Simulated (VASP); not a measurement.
# Ti2C (Fd-3m) in VASP: further runs

The runs below take Ti2C through single point, with PBEsol.

All numbers are computed with VASP 6.6.1; they aren't measurements. Logs are shortened: lines on timing, memory, paths and dates and some standing lists are left out, and cuts for length are marked.

## (1) The cell of the first run

It takes space group Fd-3m (No. 227, cubic). The conventional cell has a = 8.188 Å, b = 8.188 Å, c = 8.188 Å, α = 90.00°, β = 90.00°, γ = 90.00°. Within 2.7 Å of Ti (site symmetry 3m) lie 3 C at 2.03 Å. C (site symmetry -3m) has 6 Ti at 2.03 Å within 2.7 Å.

## (2) Single point, PBEsol

Contents of INCAR:

```
ALGO     = Normal         # electronic algorithm
EDIFF    = 1E-6           # SCF threshold, eV
ENCUT    = 520            # plane-wave cutoff, eV
GGA      = PS             # functional
ISIF     = 2              # what is computed and relaxed
ISMEAR   = 0              # smearing method
LASPH    = True           # aspherical terms in the spheres
LCHARG   = False          # write CHGCAR
LREAL    = False          # projectors in reciprocal space
LWAVE    = False          # write WAVECAR
NBANDS   = 68             # bands
NELM     = 100            # most SCF steps
PREC     = Accurate       # precision mode
SIGMA    = 0.1            # smearing width, eV
```

Contents of KPOINTS:

```
k-points
0
Gamma
  8 8 8
```

Contents of POSCAR:

```
Ti2C
1.0
    0.0000000000      4.0941123910      4.0941123910
    4.0941123910      0.0000000000      4.0941123910
    4.0941123910      4.0941123910      0.0000000000
Ti C
8 4
Direct
    0.8696598840      0.3767800387      0.3767800387
    0.3767800387      0.3767800387      0.3767800387
    0.3767800387      0.3767800387      0.8696598840
    0.8732199613      0.3803401160      0.8732199613
    0.8732199613      0.8732199613      0.8732199613
    0.3803401160      0.8732199613      0.8732199613
    0.8732199613      0.8732199613      0.3803401160
    0.3767800387      0.8696598840      0.3767800387
    0.6250000000      0.6250000000      0.6250000000
    0.1250000000      0.6250000000      0.6250000000
    0.6250000000      0.6250000000      0.1250000000
    0.6250000000      0.1250000000      0.6250000000
```

Potentials or basis: VASP PAW PBE potentials, release 64 (Ti_sv, C).

The run is started by

```bash
cat potpaw_PBE.64/Ti_sv/POTCAR potpaw_PBE.64/C/POTCAR > POTCAR
mpirun -np 1 vasp_std > vasp.out
```

OUTCAR:

```text
EDIFF = 1E-6
   ENCUT = 520
   GGA = PS
   ISIF = 2
   ISMEAR = 0
   LASPH = True
   LREAL = False
   NELM = 100
   PREC = Accurate

 ion  position               nearest neighbor table
   1  0.870  0.377  0.377-   9 2.03  11 2.03  12 2.03   2 2.85   3 2.85   8 2.85   4 2.90   7 2.90
                             5 2.90   5 2.90   4 2.90   7 2.90
   2  0.377  0.377  0.377-  10 2.03  11 2.03  12 2.03   1 2.85   3 2.85   8 2.85   4 2.90   6 2.90
                             6 2.90   4 2.90   7 2.90   7 2.90
   3  0.377  0.377  0.870-   9 2.03  10 2.03  12 2.03   1 2.85   2 2.85   8 2.85   4 2.90   6 2.90
                             5 2.90   5 2.90   4 2.90   6 2.90
   4  0.873  0.380  0.873-   9 2.03  10 2.03  11 2.03   5 2.85   6 2.85   7 2.85   1 2.90   3 2.90
                             2 2.90   2 2.90   1 2.90   3 2.90
   5  0.873  0.873  0.873-  10 2.03  11 2.03  12 2.03   4 2.85   6 2.85   7 2.85   1 2.90   8 2.90
                             8 2.90   1 2.90   3 2.90   3 2.90
   6  0.380  0.873  0.873-   9 2.03  11 2.03  12 2.03   4 2.85   5 2.85   7 2.85   8 2.90   3 2.90
                             2 2.90   2 2.90   3 2.90   8 2.90
   7  0.873  0.873  0.380-   9 2.03  10 2.03  12 2.03   4 2.85   5 2.85   6 2.85   8 2.90   1 2.90
                             2 2.90   2 2.90   1 2.90   8 2.90
   8  0.377  0.870  0.377-   9 2.03  10 2.03  11 2.03   1 2.85   2 2.85   3 2.85   7 2.90   6 2.90
                             5 2.90   5 2.90   6 2.90   7 2.90
   9  0.625  0.625  0.625-   1 2.03   3 2.03   4 2.03   6 2.03   7 2.03   8 2.03
  10  0.125  0.625  0.625-   2 2.03   5 2.03   4 2.03   3 2.03   7 2.03   8 2.03
  11  0.625  0.625  0.125-   2 2.03   5 2.03   4 2.03   1 2.03   6 2.03   8 2.03
  12  0.625  0.125  0.625-   2 2.03   5 2.03   3 2.03   1 2.03   6 2.03   7 2.03

  LATTYP: Found a face centered cubic cell.
 ALAT       =     8.1882247820

  Lattice vectors:

 A1 = (   0.0000000000,   4.0941123910,   4.0941123910)
 A2 = (   4.0941123910,   0.0000000000,   4.0941123910)
 A3 = (   4.0941123910,   4.0941123910,   0.0000000000)

Analysis of symmetry for initial positions (statically):
=====================================================================
 Subroutine PRICEL returns:
 Original cell was already a primitive cell.

 Routine SETGRP: Setting up the symmetry group for a
 face centered cubic supercell.

 Subroutine GETGRP returns: Found 48 space group operations
 (whereof 24 operations were pure point group operations)
 out of a pool of 48 trial point group operations.

The static configuration has the point symmetry T_d .
 The point group associated with its full space group is O_h .

Analysis of symmetry for dynamics (positions and initial velocities):
=====================================================================
 Subroutine PRICEL returns:
 Original cell was already a primitive cell.

 Routine SETGRP: Setting up the symmetry group for a
 face centered cubic supercell.

 Subroutine GETGRP returns: Found 48 space group operations
 (whereof 24 operations were pure point group operations)
 out of a pool of 48 trial point group operations.

The dynamic configuration has the point symmetry T_d .
 The point group associated with its full space group is O_h .

 Subroutine INISYM returns: Found 48 space group operations
 (whereof 24 operations are pure point group operations),
 and found     1 'primitive' translations

----------------------------------------------------------------------------------------

                                     Primitive cell

  volume of cell :     137.2490

  direct lattice vectors                    reciprocal lattice vectors
     0.000000000  4.094112391  4.094112391    -0.122126594  0.122126594  0.122126594
     4.094112391  0.000000000  4.094112391     0.122126594 -0.122126594  0.122126594
     4.094112391  4.094112391  0.000000000     0.122126594  0.122126594 -0.122126594

  length of vectors
     5.789949269  5.789949269  5.789949269     0.211529465  0.211529465  0.211529465

  position of ions in fractional coordinates (direct lattice)
     0.869659884  0.376780039  0.376780039
     0.376780039  0.376780039  0.376780039
     0.376780039  0.376780039  0.869659884
     0.873219961  0.380340116  0.873219961
     0.873219961  0.873219961  0.873219961
     0.380340116  0.873219961  0.873219961
     0.873219961  0.873219961  0.380340116
     0.376780039  0.869659884  0.376780039
     0.625000000  0.625000000  0.625000000
     0.125000000  0.625000000  0.625000000
     0.625000000  0.625000000  0.125000000
     0.625000000  0.125000000  0.625000000

  ion indices of the primitive-cell ions
   primitive index   ion index
                 1           1
                 2           2
                 3           3
                 4           4
                 5           5
                 6           6
                 7           7
                 8           8
                 9           9
                10          10
                11          11
                12          12

----------------------------------------------------------------------------------------

 KPOINTS: k-points

Automatic generation of k-mesh.
 Grid dimensions read from file:
 generate k-points for:    8    8    8

 Generating k-lattice:

  Cartesian coordinates                     Fractional coordinates (reciprocal lattice)
    -0.015265824  0.015265824  0.015265824     0.125000000  0.000000000  0.000000000
     0.015265824 -0.015265824  0.015265824     0.000000000  0.125000000  0.000000000
     0.015265824  0.015265824 -0.015265824     0.000000000  0.000000000  0.125000000

  Length of vectors
     0.026441183  0.026441183  0.026441183

  Shift w.r.t. Gamma in fractional coordinates (k-lattice)
     0.000000000  0.000000000  0.000000000

 Subroutine IBZKPT returns following result:
 ===========================================

 Found     29 irreducible k-points:

 Following reciprocal coordinates:
            Coordinates               Weight
  0.000000  0.000000  0.000000      1.000000
  0.125000  0.000000  0.000000      8.000000
  0.250000  0.000000  0.000000      8.000000
  0.375000  0.000000  0.000000      8.000000
  0.500000  0.000000  0.000000      4.000000
  0.125000  0.125000  0.000000      6.000000
[... 16 lines left out ...]
  0.500000  0.250000  0.125000     48.000000
 -0.375000  0.250000  0.125000     24.000000
 [... further k-points ...]
   k-points           NKPTS =     29   k-points in BZ     NKDIM =     29   number of bands    NBANDS=     68
   number of dos      NEDOS =    301   number of ions     NIONS =     12
   total plane-waves  NPLWV = 110592
   dimension x,y,z NGX =    48 NGY =   48 NGZ =   48
   dimension x,y,z NGXF=    96 NGYF=   96 NGZF=   96
   ions per type =               8   4
   NGX,Y,Z   is equivalent  to a cutoff of  13.78, 13.78, 13.78 a.u.
   NGXF,Y,Z  is equivalent  to a cutoff of  27.56, 27.56, 27.56 a.u.
 SYSTEM =  unknown system
   PREC   = accura    normal or accurate (medium, high low for compatibility)
   ISTART =      0    job   : 0-new  1-cont  2-samecut
   ICHARG =      2    charge: 1-file 2-atom 10-const
   ISPIN  =      1    spin polarized calculation?
   LNONCOLLINEAR =      F non collinear calculations
   LSORBIT =      F    spin-orbit coupling
   LASPH  =      T    aspherical Exc in radial PAW
   ENCUT  =  520.0 eV  38.22 Ry    6.18 a.u.  10.77 10.77 10.77*2*pi/ulx,y,z
   NELM   =    100;   NELMIN=  2; NELMDL= -5     # of ELM steps
   EDIFF  = 0.1E-05   stopping-criterion for ELM
   LREAL  =      F    real-space projection
   EDIFFG = 0.1E-04   stopping-criterion for IOM
   NSW    =      0    number of steps for IOM
   IBRION =     -1    ionic relax: 0-MD 1-quasi-New 2-CG
   NFREE  =      0    steps in history (QN), initial steepest desc. (CG)
   ISIF   =      2    stress and relaxation
   ISYM   =      2    0-nonsym 1-usesym 2-fastsym
   POTIM  = 0.5000    time-step for ionic-motion
   TEBEG  =    0.0;   TEEND  =   0.0 temperature during run
   PSTRESS=    0.0 pullay stress
   NELECT =     112.0000    total number of electrons
   NUPDOWN=      -1.0000    fix difference up-down
   EMIN   =  10.00;   EMAX   =-10.00  energy-range for DOS
   EFERMI =   0.00;   METHOD = LEGACY
   ISMEAR =     0;   SIGMA  =   0.10  broadening in eV -4-tet -1-fermi 0-gaus
   EFERMI_NEDOS =   21; number of points for ismear=-14 and -15
   IALGO  =     38    algorithm
   IMIX   =      4    mixing-type and parameters
     AMIX     =   0.40;   BMIX     =  1.00
     AMIX_MAG =   1.60;   BMIX_MAG =  1.00
  volume/ion in A,a.u.               =      11.44        77.18
  Fermi-wavevector in a.u.,A,eV,Ry     =   1.529834  2.890968 31.842982  2.340393
  Thomas-Fermi vector in A             =   2.637401
   LORBIT       =      0    0 simple, 1 ext, 2 COOP (PROOUT), +10 PAW based schemes
   GGA     = PS    functional components
   LHFCALC =     F    Hartree Fock is set to
   AEXX    =    0.0000 exact exchange contribution
   IVDW    =     0    specifies the selected vdW correction
   LEPSILON=     F    determine dielectric tensor
   LRPA    =     F    only Hartree local field effects (RPA)
 non-spin polarized calculation
 Gauss-broadening in eV      SIGMA  =   0.10
  energy-cutoff  :      520.00
  volume of cell :      137.25
 maximum number of plane-waves:      3716
 NGX is ok and might be reduce to    48
   NGX = 21   NGY = 21   NGZ = 21

 number of electron     112.0000003 magnetization

 Free energy of the ion-electron system (eV)
  ---------------------------------------------------
  ext. energy  EPLUGINS =         0.00000000
  ---------------------------------------------------
  free energy    TOTEN  =      -112.49220450 eV

  energy without entropy =     -112.45916651  energy(sigma->0) =     -112.47568550

 E-fermi :   9.7618     XC(G=0): -12.7067

 val. band max:        9.7587325999   @ k =   0.3750   0.2500   0.1250
 cond. band min:       9.7681489100   @ k =   0.5000   0.3750   0.0000
 fundamental gap:      0.0094163101
 Fermi energy:         9.7618282555

 k-point     1 :       0.0000    0.0000    0.0000
  band No.  band energies     occupation
      1     -46.3701      2.00000
      2     -46.2253      2.00000
      3     -46.2231      2.00000
      4     -46.2231      2.00000
      5     -46.2231      2.00000
      6     -46.1756      2.00000
[... 60 lines left out ...]
     67      13.1890      0.00000
     68      13.1897      0.00000

 k-point     2 :       0.1250    0.0000    0.0000
  band No.  band energies     occupation
      1     -46.3647      2.00000
      2     -46.2295      2.00000
      3     -46.2229      2.00000
      4     -46.2214      2.00000
      5     -46.2214      2.00000
      6     -46.1774      2.00000
[... 60 lines left out ...]
     67      13.0365      0.00000
     68      13.1038      0.00000

 k-point     3 :       0.2500    0.0000    0.0000
  band No.  band energies     occupation
      1     -46.3494      2.00000
      2     -46.2453      2.00000
      3     -46.2186      2.00000
      4     -46.2162      2.00000
      5     -46.2162      2.00000
      6     -46.1826      2.00000
[... 1480 lines left out ...]
     67      12.3475      0.00000
     68      12.4694      0.00000

 k-point    24 :      -0.3750    0.2500    0.1250
  band No.  band energies     occupation
      1     -46.2959      2.00000
      2     -46.2790      2.00000
      3     -46.2311      2.00000
      4     -46.2206      2.00000
      5     -46.1986      2.00000
      6     -46.1937      2.00000
[... 60 lines left out ...]
     67      12.3810      0.00000
     68      12.6762      0.00000

 [... further k-points ...]

------------------------ aborting loop because EDIFF is reached ----------------------------------------

  FORCE on cell =-STRESS in cart. coord.  units (eV):
  Direction    XX          YY          ZZ          XY          YZ          ZX
  --------------------------------------------------------------------------------------
  -------------------------------------------------------------------------------------
  Total       21.3681834     21.3681834     21.3681834     -0.0000000      0.0000000      0.0000000
  in kB      249.4416131    249.4416131    249.4416131     -0.0000000      0.0000000      0.0000000
  external PRESSURE =     249.4416131 kB  Pullay stress =       0.0000000 kB

 VOLUME and BASIS-vectors are now :
 -----------------------------------------------------------------------------
  energy-cutoff  :      520.00
  volume of cell :      137.25
      direct lattice vectors                 reciprocal lattice vectors
     0.000000000  4.094112391  4.094112391    -0.122126594  0.122126594  0.122126594
     4.094112391  0.000000000  4.094112391     0.122126594 -0.122126594  0.122126594
     4.094112391  4.094112391  0.000000000     0.122126594  0.122126594 -0.122126594

 POSITION                                       TOTAL-FORCE (eV/Angst)
 -----------------------------------------------------------------------------------
      3.08516      5.10307      5.10307        -0.012315      0.012315      0.012315
      3.08516      3.08516      3.08516        -0.012315     -0.012315     -0.012315
      5.10307      5.10307      3.08516         0.012315      0.012315     -0.012315
      5.13222      7.15012      5.13222        -0.012315      0.012315     -0.012315
      7.15012      7.15012      7.15012         0.012315      0.012315      0.012315
      7.15012      5.13222      5.13222         0.012315     -0.012315     -0.012315
      5.13222      5.13222      7.15012        -0.012315     -0.012315      0.012315
      5.10307      3.08516      5.10307         0.012315     -0.012315      0.012315
      5.11764      5.11764      5.11764         0.000000      0.000000      0.000000
      5.11764      3.07058      3.07058         0.000000      0.000000      0.000000
      3.07058      3.07058      5.11764         0.000000      0.000000      0.000000
      3.07058      5.11764      3.07058         0.000000      0.000000      0.000000
 -----------------------------------------------------------------------------------
    total drift:                               -0.000000     -0.000000     -0.000000

  FREE ENERGIE OF THE ION-ELECTRON SYSTEM (eV)
  ---------------------------------------------------
  free  energy   TOTEN  =      -112.4922044978 eV

  energy  without entropy=     -112.4591665074  energy(sigma->0) =     -112.47568550
```

Wall time 12 min (1 thread of Intel Xeon 8259CL, shared host); peak memory 0.43 GiB.

What came out:

```yaml
Free_energy: -112.4922 eV
Pressure: 24.9 GPa
Largest_force: 0.021 eV/Å
Band_gap_on_the_k_mesh: zero (bands 56 and 57 overlap by 0.61 eV)
```

Forces in eV/Å, atoms in the order of the input:
```
Ti  -0.012  0.012  0.012
Ti  -0.012 -0.012 -0.012
Ti   0.012  0.012 -0.012
Ti  -0.012  0.012 -0.012
Ti   0.012  0.012  0.012
Ti   0.012 -0.012 -0.012
Ti  -0.012 -0.012  0.012
Ti   0.012 -0.012  0.012
C    0.000  0.000  0.000
C    0.000  0.000  0.000
C    0.000  0.000  0.000
C    0.000  0.000  0.000
```

Caveat: the cell stands under pressure; the PAW data sets were made with another functional, which shifts forces and pressure a little.

(Continued in part 2 of 2.)

The gap in the log of VASP goes by the Fermi energy; the results here count the filled bands.